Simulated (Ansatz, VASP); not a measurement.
**Mg2C in VASP and in Ansatz**

```xyz
3
Lattice="-0.0904 2.6206 2.6206 2.6206 -0.0904 2.6206 2.6206 2.6206 -0.0904" Properties=species:S:1:pos:R:3 pbc="T T T"
C     0.0000    0.0000    0.0000
Mg    1.2894    1.2894    1.2894
Mg    3.8614    3.8614    3.8614
```

Change from the starting cell: shear_111 strain -5.0%.

Alike in both runs: task single point; functional HSE06; k mesh 6 × 6 × 6; no spin polarisation.

|  | VASP | Ansatz |
| --- | --- | --- |
| version | VASP 6.6.1 | Ansatz 0.2.0 |
| potentials or method | VASP PAW PBE potentials, release 64 (C, Mg) | plane waves, PAW |
| plane-wave cutoff (eV) | 520 | 420 |
| occupations | gaussian, width 0.01 eV | fixed |
| valence electrons in the cell | 8 | 24 |

|  | VASP | Ansatz | Ansatz less VASP |
| --- | --- | --- | --- |
| gap on the k mesh at the Fermi level (eV) | 1.26 | 1.27 | +0.009 |
| pressure (GPa) | 5.3 | 5.4 | +0.11 |
| traceless stress, the component that is largest in VASP (GPa) | 2.72 | 2.67 | -0.048 |

VASP's potentials hold 8 valence electrons a cell and Ansatz's 24, so a difference there can come from the potentials and not from the codes. Ansatz's warnings: stress exchange threshold loose, stress scf threshold loose.
